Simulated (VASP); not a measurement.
# Si (Imma) in VASP: further runs, part 2 of 2

VASP 6.6.1. The steps go on from the part before.

### 4 Electric field gradients, PBE (13.05 Å³/atom)

This run uses another cell than the first one, of 13.05 Å³/atom.

INCAR reads:

```
SYSTEM = Si
ALGO = Normal
EDIFF = 1E-8
ENCUT = 520
GGA = PE
ISIF = 2
ISMEAR = -1
LASPH = .True.
LCHARG = .False.
LEFG = .True.
LREAL = .False.
LWAVE = .False.
NBANDS = 11
NELM = 60
PREC = Accurate
SIGMA = 0.05
```

KPOINTS reads:

```
k-points
0
Gamma
  16 16 16
  0 0 0
```

POSCAR reads:

```
Si
1.0
   -2.2205773517      2.3364893192      1.2577681579
    2.2205773517     -2.3364893192      1.2577681579
    2.2205773517      2.3364893192     -1.2577681579
Si
2
Direct
    0.8070000000      0.5570000000      0.2500000000
    0.1930000000      0.4430000000      0.7500000000
```

Potentials or basis: VASP PAW PBE potentials, release 64 (Si).

On the command line:

```sh
$ cat potpaw_PBE.64/Si/POTCAR > POTCAR
$ mpirun -np 1 vasp_std > vasp.out
```

OUTCAR:

```text
SYSTEM = Si
   EDIFF = 1E-8
   ENCUT = 520
   GGA = PE
   ISIF = 2
   ISMEAR = -1
   LASPH = .True.
   LREAL = .False.
   NELM = 60
   PREC = Accurate

 ion  position               nearest neighbor table
   1  0.807  0.557  0.250-   2 2.35   2 2.35   2 2.42   2 2.42   2 2.70   2 2.70
   2  0.193  0.443  0.750-   1 2.35   1 2.35   1 2.42   1 2.42   1 2.70   1 2.70

  LATTYP: Found a body centered orthorhombic cell.
 ALAT       =     2.5155363158
 B/A-ratio  =     1.7654901961
 C/A-ratio  =     1.8576470588

  Lattice vectors:

 A1 = (   2.2205773517,  -2.3364893192,   1.2577681579)
 A2 = (  -2.2205773517,  -2.3364893192,  -1.2577681579)
 A3 = (   2.2205773517,   2.3364893192,  -1.2577681579)

Analysis of symmetry for initial positions (statically):
=====================================================================
 Subroutine PRICEL returns:
 Original cell was already a primitive cell.

 Routine SETGRP: Setting up the symmetry group for a
 body centered orthorhombic supercell.

 Subroutine GETGRP returns: Found  8 space group operations
 (whereof  4 operations were pure point group operations)
 out of a pool of  8 trial point group operations.

The static configuration has the point symmetry C_2h.
 The point group associated with its full space group is D_2h.

Analysis of symmetry for dynamics (positions and initial velocities):
=====================================================================
 Subroutine PRICEL returns:
 Original cell was already a primitive cell.

 Routine SETGRP: Setting up the symmetry group for a
 body centered orthorhombic supercell.

 Subroutine GETGRP returns: Found  8 space group operations
 (whereof  4 operations were pure point group operations)
 out of a pool of  8 trial point group operations.

The dynamic configuration has the point symmetry C_2h.
 The point group associated with its full space group is D_2h.

 Subroutine INISYM returns: Found  8 space group operations
 (whereof  4 operations are pure point group operations),
 and found     1 'primitive' translations

----------------------------------------------------------------------------------------

                                     Primitive cell

  volume of cell :      26.1030

  direct lattice vectors                    reciprocal lattice vectors
    -2.220577352  2.336489319  1.257768158     0.000000000  0.213996270  0.397529542
     2.220577352 -2.336489319  1.257768158     0.225166667  0.000000000  0.397529542
     2.220577352  2.336489319 -1.257768158     0.225166667  0.213996270  0.000000000

  length of vectors
     3.460076134  3.460076134  3.460076134     0.451468870  0.456869527  0.310635528

  position of ions in fractional coordinates (direct lattice)
     0.807000000  0.557000000  0.250000000
     0.193000000  0.443000000  0.750000000

  ion indices of the primitive-cell ions
   primitive index   ion index
                 1           1
                 2           2

----------------------------------------------------------------------------------------

 KPOINTS: k-points
[... 85 lines left out ...]
   IALGO  =     38    algorithm
   IMIX   =      4    mixing-type and parameters
     AMIX     =   0.40;   BMIX     =  1.00
     AMIX_MAG =   1.60;   BMIX_MAG =  1.00
  volume/ion in A,a.u.               =      13.05        88.08
  Fermi-wavevector in a.u.,A,eV,Ry     =   1.103760  2.085804 16.575795  1.218287
  Thomas-Fermi vector in A             =   2.240223
   LORBIT       =      0    0 simple, 1 ext, 2 COOP (PROOUT), +10 PAW based schemes
   GGA     = PE    functional components
   LHFCALC =     F    Hartree Fock is set to
   AEXX    =    0.0000 exact exchange contribution
   IVDW    =     0    specifies the selected vdW correction
   LEPSILON=     F    determine dielectric tensor
   LRPA    =     F    only Hartree local field effects (RPA)
 non-spin polarized calculation
  energy-cutoff  :      520.00
  volume of cell :       26.10
 maximum number of plane-waves:       718
 NGX is ok and might be reduce to    28
   NGX = 13   NGY = 13   NGZ = 13

 number of electron       8.0000000 magnetization

 Free energy of the ion-electron system (eV)
  ---------------------------------------------------
  ext. energy  EPLUGINS =         0.00000000
  ---------------------------------------------------
  free energy    TOTEN  =        -9.97599959 eV

  energy without entropy =       -9.96999252  energy(sigma->0) =       -9.97299605

 E-fermi :  11.2636     XC(G=0): -11.5455

 val. band max:       11.2628485216   @ k =  -0.4375   0.5000   0.0625
 cond. band min:      11.2639378738   @ k =   0.2500   0.1250   0.0000
 fundamental gap:      0.0010893522
 Fermi energy:        11.2636496483

 k-point     1 :       0.0000    0.0000    0.0000
  band No.  band energies     occupation
      1      -3.9374      2.00000
      2       8.1909      2.00000
      3       8.7016      2.00000
      4       9.7491      2.00000
      5      12.1562      0.00000
      6      19.0878      0.00000
      7      20.7441      0.00000
      8      21.6193      0.00000
      9      22.3353      0.00000
     10      22.4997      0.00000
     11      23.5373      0.00000
[... 309 lines left out ...]
 k-point    24 :      -0.1250    0.0625    0.0000
  band No.  band energies     occupation
      1      -3.7164      2.00000
      2       7.0771      2.00000
      3       8.4364      2.00000
      4      10.8351      1.99962
      5      13.1917      0.00000
      6      17.3075      0.00000
      7      19.7748      0.00000
      8      21.0554      0.00000
      9      21.6206      0.00000
     10      22.5255      0.00000
     11      24.0052      0.00000

 [... further k-points ...]

------------------------ aborting loop because EDIFF is reached ----------------------------------------

  FORCE on cell =-STRESS in cart. coord.  units (eV):
  Direction    XX          YY          ZZ          XY          YZ          ZX
  --------------------------------------------------------------------------------------
  -------------------------------------------------------------------------------------
  Total        3.5937362      4.2121174      3.6030256      0.0000000      0.0000000      0.0000000
  in kB      220.5801810    258.5358389    221.1503550      0.0000000      0.0000000      0.0000000
  external PRESSURE =     233.4221250 kB  Pullay stress =       0.0000000 kB

 VOLUME and BASIS-vectors are now :
 -----------------------------------------------------------------------------
  energy-cutoff  :      520.00
  volume of cell :       26.10
      direct lattice vectors                 reciprocal lattice vectors
    -2.220577352  2.336489319  1.257768158     0.000000000  0.213996270  0.397529542
     2.220577352 -2.336489319  1.257768158     0.225166667  0.000000000  0.397529542
     2.220577352  2.336489319 -1.257768158     0.225166667  0.213996270  0.000000000

 POSITION                                       TOTAL-FORCE (eV/Angst)
 -----------------------------------------------------------------------------------
     -0.00000      1.16824      1.40115         0.000000     -0.000000     -0.041230
      2.22058      1.16824     -0.14339        -0.000000      0.000000      0.041230
 -----------------------------------------------------------------------------------
    total drift:                                0.000000     -0.000000     -0.000000

  FREE ENERGIE OF THE ION-ELECTRON SYSTEM (eV)
  ---------------------------------------------------
  free  energy   TOTEN  =        -9.9759995860 eV

  energy  without entropy=       -9.9699925190  energy(sigma->0) =       -9.97299605

 Electric field gradients (V/A^2)
---------------------------------------------------------------------
 ion       V_xx      V_yy      V_zz      V_xy      V_xz      V_yz
---------------------------------------------------------------------
   1      10.424   -27.254    16.830     0.000     0.000     0.000
   2      10.424   -27.254    16.830     0.000     0.000     0.000
---------------------------------------------------------------------

 Electric field gradients after diagonalization (V/A^2)
 (convention: |V_zz| > |V_xx| > |V_yy|)
----------------------------------------------------------------------
 ion       V_xx      V_yy      V_zz     asymmetry (V_yy - V_xx)/ V_zz
----------------------------------------------------------------------
   1      16.830    10.424   -27.254       0.235
   2      16.830    10.424   -27.254       0.235
----------------------------------------------------------------------

           NMR quadrupolar parameters

 Cq : quadrupolar parameter    Cq=e*Q*V_zz/h
 eta: asymmetry parameters     (V_yy - V_xx)/ V_zz
 Q  : nuclear electric quadrupole moment in mb (millibarn)
----------------------------------------------------------------------
 ion       Cq(MHz)       eta       Q (mb)
----------------------------------------------------------------------
   1      -0.066       0.235       1.000
   2      -0.066       0.235       1.000
----------------------------------------------------------------------
```

Wall time 4.2 min (1 thread of Intel Xeon 8259CL, shared host); peak memory 0.26 GiB.

What came out:

| Quantity | Value |
| --- | --- |
| Free energy | -9.9760 eV |
| Pressure | 23.3 GPa |
| Largest force | 0.041 eV/Å |
| Band gap on the k mesh | zero (bands 4 and 5 overlap by 7.71 eV) |
| Largest electric field gradient by atom | Si -27.3 V/Å² |

Forces in eV/Å, atoms in the order of the input:
```
Si   0.000  0.000 -0.041
Si   0.000  0.000  0.041
```

Stress tensor (GPa, compression positive):
```
22.06  0.00  0.00
 0.00 25.85  0.00
 0.00  0.00 22.12
```

Electric field gradients, principal values (V/Å²):
| atom | least | middle | greatest (by size) |
| --- | --- | --- | --- |
| 1 Si | 10.424 | 16.830 | -27.254 |
| 2 Si | 10.424 | 16.830 | -27.254 |

Caveat: the cell stands under pressure; without QUAD_EFG the Cq values of the log hold for a quadrupole moment of 1 mb, not for the nuclei.
